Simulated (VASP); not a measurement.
# Zn (Im-3m) in VASP: single point with HSE06

Aim: the single point of Zn with HSE06.

All numbers are computed with VASP 6.6.1; they aren't measurements. Logs are shortened: lines on timing, memory, paths and dates and some standing lists are left out, and cuts for length are marked.

## (1) The cell of the first run

It takes space group Im-3m (No. 229, cubic). Conventional cell: a = 3.137 Å, b = 3.137 Å, c = 3.137 Å, α = 90.00°, β = 90.00°, γ = 90.00°. Zn (site symmetry m-3m) has 14 Zn at 2.72 to 3.14 Å within 3.6 Å.

This isn't the form of Zn at room conditions, which is hcp.

## (2) Single point, HSE06

POSCAR

```
Zn
1.0
   -1.5684003602      1.5684003602      1.5684003602
    1.5684003602     -1.5684003602      1.5684003602
    1.5684003602      1.5684003602     -1.5684003602
Zn
1
Direct
    0.0000000000      0.0000000000      0.0000000000
```

INCAR.step1

```
SYSTEM = Zn
PREC = Accurate ; ENCUT = 520
EDIFF = 1E-5 ; ISMEAR = 0
SIGMA = 0.05 ; LREAL = .FALSE.
LASPH = .TRUE. ; NELM = 100
ALGO = Normal ; ISIF = 2
LWAVE = .TRUE. ; LCHARG = .FALSE.
NBANDS = 12 ; GGA = PE
KPAR = 2
```

INCAR.step2

```
SYSTEM = Zn
PREC = Accurate ; ENCUT = 520
EDIFF = 1E-6 ; ISMEAR = 0
SIGMA = 0.05 ; LREAL = .FALSE.
LASPH = .TRUE. ; NELM = 100
ALGO = Normal ; ISIF = 2
LWAVE = .FALSE. ; LCHARG = .FALSE.
GGA = PE ; LHFCALC = .TRUE.
HFSCREEN = 0.2079 ; PRECFOCK = Normal
NBANDS = 12 ; ISTART = 1
KPAR = 2
```

KPOINTS

```
regular mesh
0
G
  10 10 10
  0 0 0
```

Potentials or basis: VASP PAW PBE potentials, release 64 (Zn).

Launch:

```
$ cat potpaw_PBE.64/Zn/POTCAR > POTCAR
$ cp INCAR.step1 INCAR
$ mpirun -np 2 vasp_std > vasp.out
$ cp INCAR.step2 INCAR
$ mpirun -np 2 vasp_std > vasp.out
```

OUTCAR:

```text
SYSTEM = Zn
   PREC = Accurate
   ENCUT = 520
   EDIFF = 1E-6
   ISMEAR = 0
   LREAL = .FALSE.
   LASPH = .TRUE.
   NELM = 100
   ISIF = 2
   GGA = PE
   LHFCALC = .TRUE.
   HFSCREEN = 0.2079
   PRECFOCK = Normal
   ISTART = 1

 ion  position               nearest neighbor table
   1  0.000  0.000  0.000-

  LATTYP: Found a body centered cubic cell.
 ALAT       =     3.1368007204

  Lattice vectors:

 A1 = (  -1.5684003602,   1.5684003602,   1.5684003602)
 A2 = (   1.5684003602,  -1.5684003602,   1.5684003602)
 A3 = (   1.5684003602,   1.5684003602,  -1.5684003602)

Analysis of symmetry for initial positions (statically):
=====================================================================
 Subroutine PRICEL returns:
 Original cell was already a primitive cell.

 Routine SETGRP: Setting up the symmetry group for a
 body centered cubic supercell.

 Subroutine GETGRP returns: Found 48 space group operations
 (whereof 48 operations were pure point group operations)
 out of a pool of 48 trial point group operations.

The static configuration has the point symmetry O_h .

Analysis of symmetry for dynamics (positions and initial velocities):
=====================================================================
 Subroutine PRICEL returns:
 Original cell was already a primitive cell.

 Routine SETGRP: Setting up the symmetry group for a
 body centered cubic supercell.

 Subroutine GETGRP returns: Found 48 space group operations
 (whereof 48 operations were pure point group operations)
 out of a pool of 48 trial point group operations.

The dynamic configuration has the point symmetry O_h .

 Subroutine INISYM returns: Found 48 space group operations
 (whereof 48 operations are pure point group operations),
 and found     1 'primitive' translations

----------------------------------------------------------------------------------------

                                     Primitive cell

  volume of cell :      15.4323

  direct lattice vectors                    reciprocal lattice vectors
    -1.568400360  1.568400360  1.568400360     0.000000000  0.318796152  0.318796152
     1.568400360 -1.568400360  1.568400360     0.318796152  0.000000000  0.318796152
     1.568400360  1.568400360 -1.568400360     0.318796152  0.318796152  0.000000000

  length of vectors
     2.716549110  2.716549110  2.716549110     0.450845842  0.450845842  0.450845842

[... 93 lines left out ...]
   ISMEAR =     0;   SIGMA  =   0.05  broadening in eV -4-tet -1-fermi 0-gaus
   EFERMI_NEDOS =   21; number of points for ismear=-14 and -15
   IALGO  =     38    algorithm
   IMIX   =      1    mixing-type and parameters
     AMIX     =   0.40;   BMIX     =  1.00
     AMIX_MAG =   1.60;   BMIX_MAG =  1.00
  volume/ion in A,a.u.               =      15.43       104.14
  Fermi-wavevector in a.u.,A,eV,Ry     =   1.505422  2.844835 30.834829  2.266296
  Thomas-Fermi vector in A             =   2.616273
   LORBIT       =      0    0 simple, 1 ext, 2 COOP (PROOUT), +10 PAW based schemes
   GGA     = PE    functional components
   LHFCALC =     T    Hartree Fock is set to
   PRECFOCK=normal    Normal, Fast or Accurate (Low or Medium for compatibility)
   ENCUT4O =  -1.0   cutoff for four orbital integrals eV
   NKREDX  =     1    reduce k-point grid by
   NKREDY  =     1    reduce k-point grid by
   NKREDZ  =     1    reduce k-point grid by
   AEXX    =    0.2500 exact exchange contribution
   HFSCREEN=    0.2079 screening length (either q_TF or 0.3 A-1)
   HFSCREENC=   0.2079 screening length for correlation (either q_TF or 0.3 A-1)
   ENCUTFOCK=  -1.0 apply spherical cutoff to Coloumb kernel
   IVDW    =     0    specifies the selected vdW correction
   LEPSILON=     F    determine dielectric tensor
   LRPA    =     F    only Hartree local field effects (RPA)
 non-spin polarized calculation
 Gauss-broadening in eV      SIGMA  =   0.05
  energy-cutoff  :      520.00
  volume of cell :       15.43
 maximum number of plane-waves:       429
  NGX = 16; NGY = 16; NGZ = 16

 number of electron      12.0000023 magnetization

 Free energy of the ion-electron system (eV)
  ---------------------------------------------------
  ext. energy  EPLUGINS =         0.00000000
  ---------------------------------------------------
  free energy    TOTEN  =        -1.17074892 eV

  energy without entropy =       -1.16966972  energy(sigma->0) =       -1.17020932

 E-fermi :   3.4151     XC(G=0):  -9.3921

 val. band max:        3.3538831207   @ k =  -0.4000   0.4000   0.4000
 cond. band min:       3.4407501202   @ k =   0.4000   0.1000   0.0000
 fundamental gap:      0.0868669995
 Fermi energy:         3.4151336790

 k-point     1 :       0.0000    0.0000    0.0000
  band No.  band energies     occupation
      1      -8.5868      2.00000
      2      -6.9371      2.00000
      3      -6.9371      2.00000
      4      -6.9371      2.00000
      5      -6.4487      2.00000
      6      -6.4487      2.00000
      7      23.5696      0.00000
      8      23.5696      0.00000
      9      23.5696      0.00000
     10      24.7046      0.00000
     11      24.7046      0.00000
     12      24.7046      0.00000
[... 331 lines left out ...]
 k-point    24 :      -0.3000    0.3000    0.1000
  band No.  band energies     occupation
      1      -7.2287      2.00000
      2      -7.0498      2.00000
      3      -6.6351      2.00000
      4      -6.5128      2.00000
      5      -6.4003      2.00000
      6      -4.6002      2.00000
      7       9.8390      0.00000
      8      15.3164      0.00000
      9      16.8372      0.00000
     10      21.7620      0.00000
     11      22.4825      0.00000
     12      24.6344      0.00000

 [... further k-points ...]

------------------------ aborting loop because EDIFF is reached ----------------------------------------

  FORCE on cell =-STRESS in cart. coord.  units (eV):
  Direction    XX          YY          ZZ          XY          YZ          ZX
  --------------------------------------------------------------------------------------
  -------------------------------------------------------------------------------------
  Total       -0.0070817     -0.0070817     -0.0070817      0.0000000      0.0000000     -0.0000000
  in kB       -0.7352152     -0.7352152     -0.7352152      0.0000000      0.0000000     -0.0000000
  external PRESSURE =      -0.7352152 kB  Pullay stress =       0.0000000 kB

 VOLUME and BASIS-vectors are now :
 -----------------------------------------------------------------------------
  energy-cutoff  :      520.00
  volume of cell :       15.43
      direct lattice vectors                 reciprocal lattice vectors
    -1.568400360  1.568400360  1.568400360     0.000000000  0.318796152  0.318796152
     1.568400360 -1.568400360  1.568400360     0.318796152  0.000000000  0.318796152
     1.568400360  1.568400360 -1.568400360     0.318796152  0.318796152  0.000000000

 POSITION                                       TOTAL-FORCE (eV/Angst)
 -----------------------------------------------------------------------------------
      0.00000      0.00000      0.00000         0.000000      0.000000      0.000000
 -----------------------------------------------------------------------------------
    total drift:                                0.000000     -0.000000     -0.000001

  FREE ENERGIE OF THE ION-ELECTRON SYSTEM (eV)
  ---------------------------------------------------
  free  energy   TOTEN  =        -1.1707489237 eV

  energy  without entropy=       -1.1696697209  energy(sigma->0) =       -1.17020932
```

It took 39 min on 2 MPI ranks of Intel Xeon Platinum 8259CL at 2.50GHz (Skylake/Cascade Lake), shared host; peak memory 0.24 GiB.

What came out:

```yaml
Free_energy: -1.1707 eV
Pressure: -0.1 GPa
Band_gap_on_the_k_mesh: zero (bands 6 and 7 overlap by 5.79 eV)
```

Caveat: the PAW data sets were made with another functional, which shifts forces and pressure a little.

The gap in the log of VASP goes by the Fermi energy; the results here count the filled bands.